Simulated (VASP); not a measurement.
The system is CuO.

```
Cu O
1.0
     2.32613   -1.69981    0.00000
     2.32613    1.69981    0.00000
    -0.84432    0.00000    5.02392
Cu O
2 2
Direct
  0.50000 0.00000 0.50000
  0.00000 0.50000 0.00000
  0.41840 0.58160 0.75000
  0.58160 0.41840 0.25000
```

Base run:

- Program: VASP 6.6.1
- Functional: r2SCAN
- Dispersion: D4
- Potentials or basis: VASP PAW PBE potentials, release 64 (Cu, O)
- Cutoff: 520 eV
- k mesh: 10 × 10 × 5
- Occupations: fermi-dirac, width 0.05 eV
- Spin: no spin polarisation

Its results: band gap on the k mesh zero (bands 17 and 18 overlap by 0.59 eV); pressure 2.0 GPa; largest force 0.173 eV/Å.

Task: The run is repeated on the same cell with these changes: functional from r2SCAN to RPBE; dispersion from D4 to D3(BJ). What comes out?

Result: Band gap on the k mesh zero (bands 17 and 18 overlap by 0.60 eV); pressure -7.7 GPa; largest force 0.024 eV/Å.

Several settings changed at once.

Caveats: the PAW data sets were made with another functional, which shifts forces and pressure a little; semilocal functionals often make such compounds metallic where correlation or magnetic order opens a gap, which also shifts bond lengths; the cell stands under tension (at least some runs); the dispersion term is far too large for a dense solid, which distorts pressure and volume (at least some runs).
